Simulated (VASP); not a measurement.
# BiP (P6_3/mmc) in VASP: single point with PBE

Aim: the single point of BiP with PBE.

Everything below comes from runs of VASP 6.6.1. Logs are shortened: lines on timing, memory, paths and dates and some standing lists are left out, and cuts for length are marked.

## 1. The cell of the first run

Symmetry: P6_3/mmc, No. 194, hexagonal system. Conventional cell: a = 4.050 Å, b = 4.050 Å, c = 7.216 Å, α = 90.00°, β = 90.00°, γ = 120.00°. Within 4.1 Å of Bi (site symmetry -3m) lie 6 P at 2.95 Å and 8 Bi at 3.61 to 4.05 Å. P (site symmetry -6m2) has 6 Bi at 2.95 Å and 6 P at 4.05 Å within 4.1 Å.

## 2. Single point, PBE

POSCAR

```
BiP
1.0
    4.0498966654      0.0000000000      0.0000000000
   -2.0249483327      3.5073133950      0.0000000000
    0.0000000000      0.0000000000      7.2164800216
Bi P
2 2
Direct
    0.0000000000      0.0000000000      0.0000000000
    0.0000000000      0.0000000000      0.5000000000
    0.3333333333      0.6666666667      0.2500000000
    0.6666666667      0.3333333333      0.7500000000
```

INCAR.step1

```
SYSTEM = BiP
  ALGO = Normal
  EDIFF = 1E-7
  ENCUT = 520
  GGA = PE
  ISIF = 2
  ISMEAR = 0
  LASPH = .True.
  LCHARG = .True.
  LREAL = .False.
  LWAVE = .False.
  NBANDS = 28
  NELM = 100
  PREC = Accurate
  SIGMA = 0.05
```

KPOINTS.step1

```
k-points
0
Gamma
  10 10 6
  0 0 0
```

INCAR.step2

```
SYSTEM = BiP
  ALGO = Normal
  EDIFF = 1E-7
  ENCUT = 520
  GGA = PE
  ICHARG = 11
  ISIF = 2
  ISMEAR = -5
  LASPH = .True.
  LCHARG = .False.
  LORBIT = 11
  LREAL = .False.
  LWAVE = .False.
  NBANDS = 28
  NEDOS = 1001
  NELM = 100
  PREC = Accurate
  SIGMA = 0.05
```

KPOINTS.step2

```
k-points
0
Gamma
  15 15 9
  0 0 0
```

Potentials or basis: VASP PAW PBE potentials, release 64 (Bi_d, P).

Run with:

```console
> cat potpaw_PBE.64/Bi_d/POTCAR potpaw_PBE.64/P/POTCAR > POTCAR
> cp INCAR.step1 INCAR
> cp KPOINTS.step1 KPOINTS
> mpirun -np 1 vasp_std > vasp.out
> cp INCAR.step2 INCAR
> cp KPOINTS.step2 KPOINTS
> mpirun -np 1 vasp_std > vasp.out
```

OUTCAR:

```text
SYSTEM = BiP
   EDIFF = 1E-7
   ENCUT = 520
   GGA = PE
   ICHARG = 11
   ISIF = 2
   ISMEAR = -5
   LASPH = .True.
   LORBIT = 11
   LREAL = .False.
   NELM = 100
   PREC = Accurate

 ion  position               nearest neighbor table
   1  0.000  0.000  0.000-   3 2.95   4 2.95   4 2.95   3 2.95   4 2.95   3 2.95   2 3.61   2 3.61

   2  0.000  0.000  0.500-   3 2.95   4 2.95   4 2.95   3 2.95   4 2.95   3 2.95   1 3.61   1 3.61

   3  0.333  0.667  0.250-   1 2.95   2 2.95   1 2.95   2 2.95   1 2.95   2 2.95
   4  0.667  0.333  0.750-   1 2.95   2 2.95   1 2.95   2 2.95   1 2.95   2 2.95

  LATTYP: Found a hexagonal cell.
 ALAT       =     4.0498966654
 C/A-ratio  =     1.7818923834

  Lattice vectors:

 A1 = (   4.0498966654,   0.0000000000,   0.0000000000)
 A2 = (  -2.0249483327,   3.5073133950,   0.0000000000)
 A3 = (   0.0000000000,   0.0000000000,   7.2164800216)

Analysis of symmetry for initial positions (statically):
=====================================================================
 Subroutine PRICEL returns:
 Original cell was already a primitive cell.

 Routine SETGRP: Setting up the symmetry group for a
 hexagonal supercell.

 Subroutine GETGRP returns: Found 24 space group operations
 (whereof 12 operations were pure point group operations)
 out of a pool of 24 trial point group operations.

The static configuration has the point symmetry D_3d.
 The point group associated with its full space group is D_6h.

Analysis of symmetry for dynamics (positions and initial velocities):
=====================================================================
 Subroutine PRICEL returns:
 Original cell was already a primitive cell.

 Routine SETGRP: Setting up the symmetry group for a
 hexagonal supercell.

 Subroutine GETGRP returns: Found 24 space group operations
 (whereof 12 operations were pure point group operations)
 out of a pool of 24 trial point group operations.

The dynamic configuration has the point symmetry D_3d.
 The point group associated with its full space group is D_6h.

 Subroutine INISYM returns: Found 24 space group operations
 (whereof 12 operations are pure point group operations),
 and found     1 'primitive' translations

----------------------------------------------------------------------------------------

                                     Primitive cell

  volume of cell :     102.5047

  direct lattice vectors                    reciprocal lattice vectors
     4.049896665  0.000000000  0.000000000     0.246919880  0.142559259  0.000000000
    -2.024948333  3.507313395  0.000000000     0.000000000  0.285118519  0.000000000
     0.000000000  0.000000000  7.216480022     0.000000000  0.000000000  0.138571713

  length of vectors
     4.049896665  4.049896665  7.216480022     0.285118519  0.285118519  0.138571713

  position of ions in fractional coordinates (direct lattice)
     0.000000000  0.000000000  0.000000000
     0.000000000  0.000000000  0.500000000
     0.333333333  0.666666667  0.250000000
     0.666666667  0.333333333  0.750000000

  ion indices of the primitive-cell ions
   primitive index   ion index
                 1           1
                 2           2
                 3           3
                 4           4

----------------------------------------------------------------------------------------

 KPOINTS: k-points

Automatic generation of k-mesh.
 Grid dimensions read from file:
 generate k-points for:   15   15    9

 Generating k-lattice:

  Cartesian coordinates                     Fractional coordinates (reciprocal lattice)
     0.016461325  0.009503951  0.000000000     0.066666667  0.000000000  0.000000000
     0.000000000  0.019007901  0.000000000     0.000000000  0.066666667  0.000000000
     0.000000000  0.000000000  0.015396857     0.000000000  0.000000000  0.111111111

  Length of vectors
     0.019007901  0.019007901  0.015396857

  Shift w.r.t. Gamma in fractional coordinates (k-lattice)
     0.000000000  0.000000000  0.000000000

 TETIRR: Found   1950 inequivalent tetrahedra from    12150

 Subroutine IBZKPT returns following result:
 ===========================================

 Found    135 irreducible k-points:

 Following reciprocal coordinates:
            Coordinates               Weight
  0.000000  0.000000  0.000000      1.000000
  0.066667  0.000000  0.000000      6.000000
  0.133333  0.000000  0.000000      6.000000
  0.200000 -0.000000  0.000000      6.000000
  0.266667  0.000000  0.000000      6.000000
  0.333333 -0.000000  0.000000      6.000000
[... 16 lines left out ...]
  0.333333  0.200000  0.000000     12.000000
  0.400000  0.200000  0.000000      6.000000
 [... further k-points ...]
   k-points           NKPTS =    135   k-points in BZ     NKDIM =    135   number of bands    NBANDS=     28
   number of dos      NEDOS =   1001   number of ions     NIONS =      4
   total plane-waves  NPLWV =  48600
   dimension x,y,z NGX =    30 NGY =   30 NGZ =   54
   dimension x,y,z NGXF=    60 NGYF=   60 NGZF=  108
   ions per type =               2   2
   NGX,Y,Z   is equivalent  to a cutoff of  12.31, 12.31, 12.44 a.u.
   NGXF,Y,Z  is equivalent  to a cutoff of  24.63, 24.63, 24.88 a.u.
 SYSTEM =  BiP
   PREC   = accura    normal or accurate (medium, high low for compatibility)
   ISTART =      0    job   : 0-new  1-cont  2-samecut
   ICHARG =     11    charge: 1-file 2-atom 10-const
   ISPIN  =      1    spin polarized calculation?
   LNONCOLLINEAR =      F non collinear calculations
   LSORBIT =      F    spin-orbit coupling
   LASPH  =      T    aspherical Exc in radial PAW
   ENCUT  =  520.0 eV  38.22 Ry    6.18 a.u.   7.53  7.53 13.42*2*pi/ulx,y,z
   NELM   =    100;   NELMIN=  2; NELMDL=  0     # of ELM steps
   EDIFF  = 0.1E-06   stopping-criterion for ELM
   LREAL  =      F    real-space projection
   EDIFFG = 0.1E-05   stopping-criterion for IOM
   NSW    =      0    number of steps for IOM
   IBRION =     -1    ionic relax: 0-MD 1-quasi-New 2-CG
   NFREE  =      0    steps in history (QN), initial steepest desc. (CG)
   ISIF   =      2    stress and relaxation
   ISYM   =      2    0-nonsym 1-usesym 2-fastsym
   POTIM  = 0.5000    time-step for ionic-motion
   TEBEG  =    0.0;   TEEND  =   0.0 temperature during run
   PSTRESS=    0.0 pullay stress
   NELECT =      40.0000    total number of electrons
   NUPDOWN=      -1.0000    fix difference up-down
   EMIN   =  10.00;   EMAX   =-10.00  energy-range for DOS
   EFERMI =   0.00;   METHOD = LEGACY
   ISMEAR =    -5;   SIGMA  =   0.05  broadening in eV -4-tet -1-fermi 0-gaus
   EFERMI_NEDOS =   21; number of points for ismear=-14 and -15
   IALGO  =     38    algorithm
   IMIX   =      4    mixing-type and parameters
     AMIX     =   0.40;   BMIX     =  1.00
     AMIX_MAG =   1.60;   BMIX_MAG =  1.00
  volume/ion in A,a.u.               =      25.63       172.93
  Fermi-wavevector in a.u.,A,eV,Ry     =   1.196319  2.260714 19.472361  1.431178
  Thomas-Fermi vector in A             =   2.332262
   LORBIT       =     11    0 simple, 1 ext, 2 COOP (PROOUT), +10 PAW based schemes
   GGA     = PE    functional components
   LHFCALC =     F    Hartree Fock is set to
   AEXX    =    0.0000 exact exchange contribution
   IVDW    =     0    specifies the selected vdW correction
   LEPSILON=     F    determine dielectric tensor
   LRPA    =     F    only Hartree local field effects (RPA)
 non-spin polarized calculation
 Fermi weights with tetrahedron method with Bloechl corrections
  energy-cutoff  :      520.00
  volume of cell :      102.50
 maximum number of plane-waves:      2789
 NGX is ok and might be reduce to    30

 number of electron      39.9999998 magnetization

 Free energy of the ion-electron system (eV)
  ---------------------------------------------------
  ext. energy  EPLUGINS =         0.00000000
  ---------------------------------------------------
  free energy    TOTEN  =       -17.72285159 eV

  energy without entropy =      -17.72285159  energy(sigma->0) =      -17.72285159

 E-fermi :   6.9807     XC(G=0): -10.0069

 val. band max:        7.0308861075   @ k =   0.0667   0.0000   0.1111
 cond. band min:       6.9090461785   @ k =   0.4000  -0.0000   0.0000
 fundamental gap:     -0.1218399290
 Fermi energy:         6.9807346564

 k-point     1 :       0.0000    0.0000    0.0000
  band No.  band energies     occupation
      1     -16.2684      2.00000
      2     -16.2202      2.00000
      3     -16.2202      2.00000
      4     -16.2123      2.00000
      5     -16.2123      2.00000
      6     -16.2071      2.00000
[... 20 lines left out ...]
     27      11.8063      0.00000
     28      13.3278      0.00000

 k-point     2 :       0.0667    0.0000    0.0000
  band No.  band energies     occupation
      1     -16.2677      2.00000
      2     -16.2209      2.00000
      3     -16.2193      2.00000
      4     -16.2125      2.00000
      5     -16.2110      2.00000
      6     -16.2078      2.00000
[... 20 lines left out ...]
     27      11.5542      0.00000
     28      12.6285      0.00000

 k-point     3 :       0.1333    0.0000    0.0000
  band No.  band energies     occupation
      1     -16.2659      2.00000
      2     -16.2231      2.00000
      3     -16.2169      2.00000
      4     -16.2130      2.00000
      5     -16.2093      2.00000
      6     -16.2070      2.00000
[... 20 lines left out ...]
     27      11.8704      0.00000
     28      12.1140      0.00000

 k-point     4 :       0.2000   -0.0000    0.0000
  band No.  band energies     occupation
      1     -16.2634      2.00000
      2     -16.2265      2.00000
      3     -16.2153      2.00000
      4     -16.2140      2.00000
      5     -16.2109      2.00000
      6     -16.2021      2.00000
[... 20 lines left out ...]
     27      11.7096      0.00000
     28      12.6848      0.00000

 k-point     5 :       0.2667    0.0000    0.0000
  band No.  band energies     occupation
      1     -16.2609      2.00000
      2     -16.2309      2.00000
      3     -16.2154      2.00000
      4     -16.2151      2.00000
      5     -16.2120      2.00000
      6     -16.1964      2.00000
[... 20 lines left out ...]
     27      12.0036      0.00000
     28      13.5389      0.00000

 k-point     6 :       0.3333   -0.0000    0.0000
  band No.  band energies     occupation
      1     -16.2591      2.00000
      2     -16.2351      2.00000
      3     -16.2169      2.00000
      4     -16.2156      2.00000
      5     -16.2124      2.00000
      6     -16.1901      2.00000
[... 463 lines left out ...]
      5     -16.2106      2.00000
      6     -16.1926      2.00000
[... 20 lines left out ...]
     27      12.2749      0.00000
     28      13.4831      0.00000

 k-point    22 :       0.2667    0.2000    0.0000
  band No.  band energies     occupation
      1     -16.2543      2.00000
      2     -16.2355      2.00000
      3     -16.2206      2.00000
      4     -16.2097      2.00000
      5     -16.2090      2.00000
      6     -16.1903      2.00000
[... 20 lines left out ...]
     27      12.1744      0.00000
     28      13.8369      0.00000

 k-point    23 :       0.3333    0.2000    0.0000
  band No.  band energies     occupation
      1     -16.2531      2.00000
      2     -16.2364      2.00000
      3     -16.2222      2.00000
      4     -16.2088      2.00000
      5     -16.2074      2.00000
      6     -16.1889      2.00000
[... 20 lines left out ...]
     27      12.0005      0.00000
     28      14.3013      0.00000

 k-point    24 :       0.4000    0.2000    0.0000
  band No.  band energies     occupation
      1     -16.2527      2.00000
      2     -16.2366      2.00000
      3     -16.2229      2.00000
      4     -16.2085      2.00000
      5     -16.2066      2.00000
      6     -16.1887      2.00000
[... 20 lines left out ...]
     27      11.9515      0.00000
     28      14.7697      0.00000

 [... further k-points ...]
[... 5 lines left out ...]
  --------------------------------------------------------------------------------------
  -------------------------------------------------------------------------------------
  Total       -0.0955162     -0.0955162     -0.3147503      0.0000000     -0.0000000      0.0000000
  in kB       -1.4929440     -1.4929440     -4.9196341      0.0000000     -0.0000000      0.0000000
  external PRESSURE =      -2.6351740 kB  Pullay stress =       0.0000000 kB

 VOLUME and BASIS-vectors are now :
 -----------------------------------------------------------------------------
  energy-cutoff  :      520.00
  volume of cell :      102.50
      direct lattice vectors                 reciprocal lattice vectors
     4.049896665  0.000000000  0.000000000     0.246919880  0.142559259  0.000000000
    -2.024948333  3.507313395  0.000000000     0.000000000  0.285118519  0.000000000
     0.000000000  0.000000000  7.216480022     0.000000000  0.000000000  0.138571713

 POSITION                                       TOTAL-FORCE (eV/Angst)
 -----------------------------------------------------------------------------------
      0.00000      0.00000      0.00000         0.000000      0.000000      0.000000
      0.00000      0.00000      3.60824         0.000000      0.000000      0.000000
     -0.00000      2.33821      1.80412         0.000000      0.000000     -0.000000
      2.02495      1.16910      5.41236         0.000000     -0.000000     -0.000000
 -----------------------------------------------------------------------------------
    total drift:                                0.000000      0.000000      0.000000

  FREE ENERGIE OF THE ION-ELECTRON SYSTEM (eV)
  ---------------------------------------------------
  free  energy   TOTEN  =       -17.7228515888 eV

  energy  without entropy=      -17.7228515888  energy(sigma->0) =      -17.72285159

 total charge

# of ion       s       p       d       tot
------------------------------------------
    1        1.595   1.110   9.958  12.662
    2        1.595   1.110   9.958  12.662
    3        1.090   1.351   0.000   2.441
    4        1.090   1.351   0.000   2.441
--------------------------------------------------
tot          5.369   4.923  19.915  30.207
```

It took 4.2 min on 1 thread of Intel Xeon 6975P-C (Granite Rapids), shared host; peak memory 0.43 GiB.

Results:

```
Valence electrons inside the program's atomic spheres : Bi 12.66; P 2.44
```

Levels at points of the mesh, in eV from the Fermi level:
| k point | band 17 | band 18 | band 19 | band 20 | band 21 | band 22 | band 23 | band 24 |
| --- | --- | --- | --- | --- | --- | --- | --- | --- |
| (0.00, 0.00, 0.00) | -1.65 | -0.60 | -0.60 | -0.06 | 0.72 | 1.70 | 1.70 | 2.37 |

Caveat: spin-orbit coupling is left out, which moves the levels of the heavy elements.
